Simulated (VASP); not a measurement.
# CaO (Fm-3m) in VASP: further runs

Runs on CaO. Level: PBE. Tasks: single point.

All numbers are computed with VASP 6.6.1; they aren't measurements. Logs are shortened: lines on timing, memory, paths and dates and some standing lists are left out, and cuts for length are marked.

### 1 The cell of the first run

Symmetry: Fm-3m, No. 225, cubic system. The conventional cell has a = 4.679 Å, b = 4.679 Å, c = 4.679 Å, α = 90.00°, β = 90.00°, γ = 90.00°. Within 3.1 Å of Ca (site symmetry m-3m) lie 6 O at 2.34 Å. O (site symmetry m-3m) has 6 Ca at 2.34 Å within 3.1 Å.

### 2 Single point, PBE

File INCAR:

```
PREC = Accurate ; ENCUT = 600
EDIFF = 1E-6 ; ISMEAR = 0
SIGMA = 0.01 ; LREAL = False
LASPH = True ; NELM = 120
ALGO = Normal ; ISIF = 2
LWAVE = False ; LCHARG = False
GGA = PE ; NBANDS = 15
GGA_COMPAT = False
```

File KPOINTS:

```
regular mesh
0
Gamma
  6 6 6
```

File POSCAR:

```
CaO
1.0
    0.0000000000      2.3395624215      2.3395624215
    2.3395624215      0.0000000000      2.3395624215
    2.3395624215      2.3395624215      0.0000000000
Ca O
1 1
Direct
    0.0000000000      0.0000000000      0.0000000000
    0.5000000000      0.5000000000      0.5000000000
```

Potentials or basis: VASP PAW PBE potentials, release 64 (Ca_sv, O).

Run with:

```bash
$ cat potpaw_PBE.64/Ca_sv/POTCAR potpaw_PBE.64/O/POTCAR > POTCAR
$ mpirun -np 1 vasp_std > vasp.out
```

OUTCAR:

```text
PREC = Accurate
   ENCUT = 600
   EDIFF = 1E-6
   ISMEAR = 0
   LREAL = False
   LASPH = True
   NELM = 120
   ISIF = 2
   GGA = PE

 ion  position               nearest neighbor table
   1  0.000  0.000  0.000-   2 2.34   2 2.34   2 2.34   2 2.34   2 2.34   2 2.34
   2  0.500  0.500  0.500-   1 2.34   1 2.34   1 2.34   1 2.34   1 2.34   1 2.34

  LATTYP: Found a face centered cubic cell.
 ALAT       =     4.6791248430

  Lattice vectors:

 A1 = (   0.0000000000,   2.3395624215,   2.3395624215)
 A2 = (   2.3395624215,   0.0000000000,   2.3395624215)
 A3 = (   2.3395624215,   2.3395624215,   0.0000000000)

Analysis of symmetry for initial positions (statically):
=====================================================================
 Subroutine PRICEL returns:
 Original cell was already a primitive cell.

 Routine SETGRP: Setting up the symmetry group for a
 face centered cubic supercell.

 Subroutine GETGRP returns: Found 48 space group operations
 (whereof 48 operations were pure point group operations)
 out of a pool of 48 trial point group operations.

The static configuration has the point symmetry O_h .

Analysis of symmetry for dynamics (positions and initial velocities):
=====================================================================
 Subroutine PRICEL returns:
 Original cell was already a primitive cell.

 Routine SETGRP: Setting up the symmetry group for a
 face centered cubic supercell.

 Subroutine GETGRP returns: Found 48 space group operations
 (whereof 48 operations were pure point group operations)
 out of a pool of 48 trial point group operations.

The dynamic configuration has the point symmetry O_h .

 Subroutine INISYM returns: Found 48 space group operations
 (whereof 48 operations are pure point group operations),
 and found     1 'primitive' translations

----------------------------------------------------------------------------------------

                                     Primitive cell

  volume of cell :      25.6114

  direct lattice vectors                    reciprocal lattice vectors
     0.000000000  2.339562422  2.339562422    -0.213715178  0.213715178  0.213715178
     2.339562422  0.000000000  2.339562422     0.213715178 -0.213715178  0.213715178
     2.339562422  2.339562422  0.000000000     0.213715178  0.213715178 -0.213715178

  length of vectors
     3.308640907  3.308640907  3.308640907     0.370165547  0.370165547  0.370165547

  position of ions in fractional coordinates (direct lattice)
     0.000000000  0.000000000  0.000000000
     0.500000000  0.500000000  0.500000000

  ion indices of the primitive-cell ions
   primitive index   ion index
                 1           1
                 2           2

[... 78 lines left out ...]
   EFERMI_NEDOS =   21; number of points for ismear=-14 and -15
   IALGO  =     38    algorithm
   IMIX   =      4    mixing-type and parameters
     AMIX     =   0.40;   BMIX     =  1.00
     AMIX_MAG =   1.60;   BMIX_MAG =  1.00
  volume/ion in A,a.u.               =      12.81        86.42
  Fermi-wavevector in a.u.,A,eV,Ry     =   1.399491  2.644655 26.648041  1.958576
  Thomas-Fermi vector in A             =   2.522545
   LORBIT       =      0    0 simple, 1 ext, 2 COOP (PROOUT), +10 PAW based schemes
   GGA     = PE    functional components
   LHFCALC =     F    Hartree Fock is set to
   AEXX    =    0.0000 exact exchange contribution
   IVDW    =     0    specifies the selected vdW correction
   LEPSILON=     F    determine dielectric tensor
   LRPA    =     F    only Hartree local field effects (RPA)
 non-spin polarized calculation
 Gauss-broadening in eV      SIGMA  =   0.01
  energy-cutoff  :      600.00
  volume of cell :       25.61
 maximum number of plane-waves:       869
 NGX is ok and might be reduce to    28
   NGX = 13   NGY = 13   NGZ = 13

 number of electron      16.0000001 magnetization

 Free energy of the ion-electron system (eV)
  ---------------------------------------------------
  ext. energy  EPLUGINS =         0.00000000
  ---------------------------------------------------
  free energy    TOTEN  =       -12.70244491 eV

  energy without entropy =      -12.70244491  energy(sigma->0) =      -12.70244491

 E-fermi :   3.0049     XC(G=0): -10.8748

 val. band max:        2.8275870546   @ k =   0.0000   0.0000   0.0000
 cond. band min:       6.4235946850   @ k =   0.5000   0.5000   0.0000
 fundamental gap:      3.5960076304
 Fermi energy:         3.0048571284

 k-point     1 :       0.0000    0.0000    0.0000
  band No.  band energies     occupation
      1     -34.4940      2.00000
      2     -15.1886      2.00000
      3     -15.1886      2.00000
      4     -15.1886      2.00000
      5     -12.8633      2.00000
      6       2.8276      2.00000
      7       2.8276      2.00000
      8       2.8276      2.00000
      9       8.2270      0.00000
     10       9.2417      0.00000
     11       9.2417      0.00000
     12       9.2417      0.00000
     13      10.8914      0.00000
     14      10.8914      0.00000
[... 257 lines left out ...]
      2     -15.8582      2.00000
      3     -15.7352      2.00000
      4     -15.6123      2.00000
      5     -12.1990      2.00000
      6       1.6433      2.00000
      7       1.6574      2.00000
      8       2.0192      2.00000
      9       7.9616      0.00000
     10      10.8795      0.00000
     11      11.7456      0.00000
     12      12.9178      0.00000
     13      13.1152      0.00000
     14      16.6282      0.00000
     15      17.5903      0.00000

------------------------ aborting loop because EDIFF is reached ----------------------------------------

  FORCE on cell =-STRESS in cart. coord.  units (eV):
  Direction    XX          YY          ZZ          XY          YZ          ZX
  --------------------------------------------------------------------------------------
  -------------------------------------------------------------------------------------
  Total        2.1020832      2.1020832      2.1020832      0.0000000     -0.0000000      0.0000000
  in kB      131.5002503    131.5002503    131.5002503      0.0000000     -0.0000000      0.0000000
  external PRESSURE =     131.5002503 kB  Pullay stress =       0.0000000 kB

 VOLUME and BASIS-vectors are now :
 -----------------------------------------------------------------------------
  energy-cutoff  :      600.00
  volume of cell :       25.61
      direct lattice vectors                 reciprocal lattice vectors
     0.000000000  2.339562422  2.339562422    -0.213715178  0.213715178  0.213715178
     2.339562422  0.000000000  2.339562422     0.213715178 -0.213715178  0.213715178
     2.339562422  2.339562422  0.000000000     0.213715178  0.213715178 -0.213715178

 POSITION                                       TOTAL-FORCE (eV/Angst)
 -----------------------------------------------------------------------------------
      0.00000      0.00000      0.00000        -0.000000      0.000000     -0.000000
      2.33956      2.33956      2.33956         0.000000     -0.000000      0.000000
 -----------------------------------------------------------------------------------
    total drift:                                0.000000      0.000000      0.000000

  FREE ENERGIE OF THE ION-ELECTRON SYSTEM (eV)
  ---------------------------------------------------
  free  energy   TOTEN  =       -12.7024449145 eV

  energy  without entropy=      -12.7024449145  energy(sigma->0) =      -12.70244491
```

OSZICAR:

```text
N       E                     dE             d eps       ncg     rms          rms(c)
DAV:   1     0.134272734858E+03    0.13427E+03   -0.93108E+03   480   0.124E+03
DAV:   2    -0.838744339787E+01   -0.14266E+03   -0.13354E+03   592   0.310E+02
DAV:   3    -0.142703789816E+02   -0.58829E+01   -0.58344E+01   572   0.655E+01
DAV:   4    -0.144328553067E+02   -0.16248E+00   -0.16238E+00   666   0.955E+00
DAV:   5    -0.144341960834E+02   -0.13408E-02   -0.13408E-02   564   0.850E-01    0.860E+00
DAV:   6    -0.127637443318E+02    0.16705E+01   -0.48137E+00   551   0.222E+01    0.337E+00
DAV:   7    -0.127064301677E+02    0.57314E-01   -0.38716E-01   564   0.665E+00    0.177E+00
DAV:   8    -0.127038487020E+02    0.25815E-02   -0.74538E-02   620   0.292E+00    0.440E-01
DAV:   9    -0.127018705460E+02    0.19782E-02   -0.55723E-03   501   0.667E-01    0.107E-01
DAV:  10    -0.127024754814E+02   -0.60494E-03   -0.73163E-04   565   0.256E-01    0.400E-02
DAV:  11    -0.127024466173E+02    0.28864E-04   -0.76161E-05   587   0.987E-02    0.110E-02
DAV:  12    -0.127024448834E+02    0.17339E-05   -0.83945E-06   550   0.335E-02    0.121E-03
DAV:  13    -0.127024449145E+02   -0.31078E-07   -0.52643E-07   374   0.657E-03
   1 F= -.12702445E+02 E0= -.12702445E+02  d E =-.262031-140
```

Run time: 7.5 s. Hardware: 1 thread of AMD EPYC 7R43 (Zen 3), shared host; peak memory 0.12 GiB.

What came out:

| Quantity | Value |
| --- | --- |
| Free energy | -12.7024 eV |
| Pressure | 13.2 GPa |
| Band gap on the k mesh | 3.60 eV (least direct gap 3.95 eV) |

Levels at points of the mesh, in eV from the valence-band top:
```
           k point  band 5  band 6  band 7  band 8  band 9  band 10  band 11  band 12
(0.00, 0.00, 0.00)  -15.69    0.00    0.00    0.00    5.40     6.41     6.41     6.41
(0.50, 0.00, 0.00)  -14.12   -2.83   -1.37   -1.37    7.43     8.80     8.80     9.14
(0.50, 0.50, 0.00)  -15.46   -1.25   -0.35   -0.35    3.60     8.66     9.35    10.09
```

Caveat: the cell stands under pressure.

### 3 Single point, PBE

This run uses another cell than the first one, of 13.36 Å³/atom.

File INCAR:

```
SYSTEM = CaO
  PREC = Accurate
  ENCUT = 600
  EDIFF = 1E-6
  ISMEAR = 0
  SIGMA = 0.01
  LREAL = .FALSE.
  LASPH = .TRUE.
  NELM = 120
  ALGO = Normal
  ISIF = 2
  LWAVE = .FALSE.
  LCHARG = .FALSE.
  GGA = PE
  NBANDS = 15
  GGA_COMPAT = .FALSE.
```

File KPOINTS:

```
Automatic mesh
0
G
  6 6 6
  0 0 0
```

File POSCAR:

```
CaO
1.0
    0.0000000000      2.3729892579      2.3729892579
    2.3729892579      0.0000000000      2.3729892579
    2.3729892579      2.3729892579      0.0000000000
Ca O
1 1
Direct
    0.0000000000      0.0000000000      0.0000000000
    0.5000000000      0.5000000000      0.5000000000
```

Potentials or basis: VASP PAW PBE potentials, release 64 (Ca_sv, O).

Run with:

```bash
$ cat potpaw_PBE.64/Ca_sv/POTCAR potpaw_PBE.64/O/POTCAR > POTCAR
$ mpirun -np 1 vasp_std > vasp.out
```

It took 7.5 s on 1 thread of AMD EPYC 7R43 (Zen 3), shared host; peak memory 0.12 GiB.

The run converged. Its results:

```
Free energy            : -12.7731 eV
Pressure               : 6.9 GPa
Band gap on the k mesh : 3.62 eV (least direct gap 3.99 eV)
```

Levels at points of the mesh, in eV from the valence-band top:
```tsv
k point	band 6	band 7	band 8	band 9	band 10	band 11
(0.00, 0.00, 0.00)	0.00	0.00	0.00	5.03	6.32	6.32
(0.50, 0.00, 0.00)	-2.73	-1.28	-1.28	7.23	8.56	8.56
(0.50, 0.50, 0.00)	-1.28	-0.37	-0.37	3.62	8.33	9.11
```

Caveat: the cell stands under pressure.

### 4 Single point, PBE

This run uses another cell than the first one, of 14.48 Å³/atom.

File INCAR:

```
SYSTEM = CaO
PREC = Accurate
ENCUT = 600
EDIFF = 1E-6
ISMEAR = 0
SIGMA = 0.01
LREAL = .False.
LASPH = .True.
NELM = 120
ALGO = Normal
ISIF = 2
LWAVE = .False.
LCHARG = .True.
GGA = PE
LELF = .True.
LVHAR = .True.
NBANDS = 15
GGA_COMPAT = .False.
```

File KPOINTS:

```
regular mesh
0
Gamma
  6 6 6
  0 0 0
```

File POSCAR:

```
CaO
1.0
    0.0000000000      2.4371549459      2.4371549459
    2.4371549459      0.0000000000      2.4371549459
    2.4371549459      2.4371549459      0.0000000000
Ca O
1 1
Direct
    0.0000000000      0.0000000000      0.0000000000
    0.5000000000      0.5000000000      0.5000000000
```

Run with:

```bash
$ cat potpaw_PBE.64/Ca_sv/POTCAR potpaw_PBE.64/O/POTCAR > POTCAR
$ mpirun -np 1 vasp_std > vasp.out
```

It took 8.3 s on 1 thread of AMD EPYC 7R43 (Zen 3), shared host; peak memory 0.12 GiB.

The run converged. Its results:

```
Free energy            : -12.8041 eV
Pressure               : -2.3 GPa
Band gap on the k mesh : 3.64 eV (least direct gap 4.03 eV)
```

Levels at points of the mesh, in eV from the valence-band top:
| k point | band 6 | band 7 | band 8 | band 9 | band 10 | band 11 |
| --- | --- | --- | --- | --- | --- | --- |
| (0.00, 0.00, 0.00) | 0.00 | 0.00 | 0.00 | 4.38 | 6.12 | 6.12 |
| (0.50, 0.00, 0.00) | -2.54 | -1.12 | -1.12 | 6.85 | 8.12 | 8.12 |
| (0.50, 0.50, 0.00) | -1.32 | -0.38 | -0.38 | 3.64 | 7.74 | 8.65 |

### 5 Single point, PBE

This run uses another cell than the first one, of 15.03 Å³/atom.

File INCAR:

```
PREC = Accurate
ENCUT = 600
EDIFF = 1E-6
ISMEAR = 0
SIGMA = 0.01
LREAL = F
LASPH = T
NELM = 120
ALGO = Normal
ISIF = 2
LWAVE = F
LCHARG = T
GGA = PE
LELF = T
LVHAR = T
NBANDS = 15
GGA_COMPAT = F
```

File KPOINTS:

```
regular mesh
0
Gamma
  6 6 6
```

File POSCAR:

```
CaO
1.0
    0.0000000000      2.4680082838      2.4680082838
    2.4680082838      0.0000000000      2.4680082838
    2.4680082838      2.4680082838      0.0000000000
Ca O
1 1
Direct
    0.0000000000      0.0000000000      0.0000000000
    0.5000000000      0.5000000000      0.5000000000
```

Run with:

```bash
$ cat potpaw_PBE.64/Ca_sv/POTCAR potpaw_PBE.64/O/POTCAR > POTCAR
$ mpirun -np 1 vasp_std > vasp.out
```

It took 12 s on 1 thread of AMD EPYC 7R43 (Zen 3), shared host; peak memory 0.12 GiB.

It converged, with:

```yaml
Free_energy: -12.7778 eV
Pressure: -5.6 GPa
Band_gap_on_the_k_mesh: 3.64 eV (least direct gap 4.03 eV)
```

Levels at points of the mesh, in eV from the valence-band top:
| k point | band 4 | band 5 | band 6 | band 7 | band 8 | band 9 | band 10 | band 11 | band 12 | band 13 |
| --- | --- | --- | --- | --- | --- | --- | --- | --- | --- | --- |
| (0.00, 0.00, 0.00) | -18.79 | -15.38 | 0.00 | 0.00 | 0.00 | 4.10 | 6.02 | 6.02 | 6.02 | 7.39 |
| (0.50, 0.00, 0.00) | -18.83 | -14.48 | -2.46 | -1.05 | -1.05 | 6.68 | 7.91 | 7.92 | 7.92 | 9.77 |
| (0.50, 0.50, 0.00) | -18.96 | -15.15 | -1.32 | -0.39 | -0.39 | 3.64 | 7.47 | 8.44 | 9.00 | 9.00 |

Caveat: the cell stands under tension.

### 6 Summary

| cell | gap on the mesh (eV) | pressure (GPa) |
| --- | --- | --- |
| a = 3.309 Å, angles 60.0°, 2 atoms | 3.60 | 13.2 |
| a = 3.356 Å, angles 60.0°, 2 atoms | 3.62 | 6.9 |
| a = 3.447 Å, angles 60.0°, 2 atoms | 3.64 | -2.3 |
| a = 3.490 Å, angles 60.0°, 2 atoms | 3.64 | -5.6 |

Alike in all rows: task single point; level PBE; potentials or basis VASP PAW PBE potentials, release 64 (Ca_sv, O); no spin polarisation; k mesh 6 × 6 × 6; cutoff (eV) 600; smearing gaussian 0.01 eV.

Caveats: the cell stands under pressure (at least some runs); the cell stands under tension (at least some runs).

Absolute energies hang on the potentials; compare differences alone.
